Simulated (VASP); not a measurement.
Set up this calculation in VASP 6.6.1, as the native input.

```yaml
Task: single point
Functional: LDA
Potentials_or_basis: VASP PAW LDA potentials, release 64 (Ge_d)
Cutoff: 520 eV
k_mesh: 12 × 12 × 1
Occupations: gaussian, width 0.1 eV
Spin: no spin polarisation
Dipole_correction: yes
Further_INCAR_settings: ALGO = Normal; EDIFF = 1e-07; NBANDS = 21
```

The structure of Ge lies in POSCAR:

```
Ge
1.0
    4.1490000000      0.0000000000      0.0000000000
   -2.0745000000      3.5931394003      0.0000000000
    0.0000000000      0.0000000000     28.0000000000
Ge
2
Direct
    0.3333333333      0.6666666667      0.5025535714
    0.6666666667      0.3333333333      0.4974464286
```

The input as run:

INCAR

```
SYSTEM = Ge
PREC = Accurate
ENCUT = 520
EDIFF = 1E-7
ISMEAR = 0
SIGMA = 0.1
LREAL = .False.
LASPH = .True.
NELM = 80
ALGO = Normal
ISIF = 2
LWAVE = .False.
LCHARG = .True.
LDIPOL = .True.
IDIPOL = 3
DIPOL = 0.5 0.5 0.500
GGA = CA
LELF = .True.
LVHAR = .True.
LVACPOTAV = .True.
NBANDS = 21
```

KPOINTS

```
Automatic mesh
0
Gamma
  12 12 1
  0 0 0
```

Potentials or basis: VASP PAW LDA potentials, release 64 (Ge_d).

Command:

```sh
$ cat potpaw_LDA.64/Ge_d/POTCAR > POTCAR
$ mpirun -np 1 vasp_std > vasp.out
```

It gave:

| Quantity | Value |
| --- | --- |
| Largest force | 0.265 eV/Å |
| Band gap on the k mesh | zero (band 14 reaches -3.57 eV, above the bottom of band 15 at -5.26 eV) |
| Work function of the upper face | 5.09 eV |
| Work function of the lower face | 5.09 eV |

It took 3.6 min on 1 thread of Intel Xeon 6975P-C (shared host), peak memory 0.43 GiB.
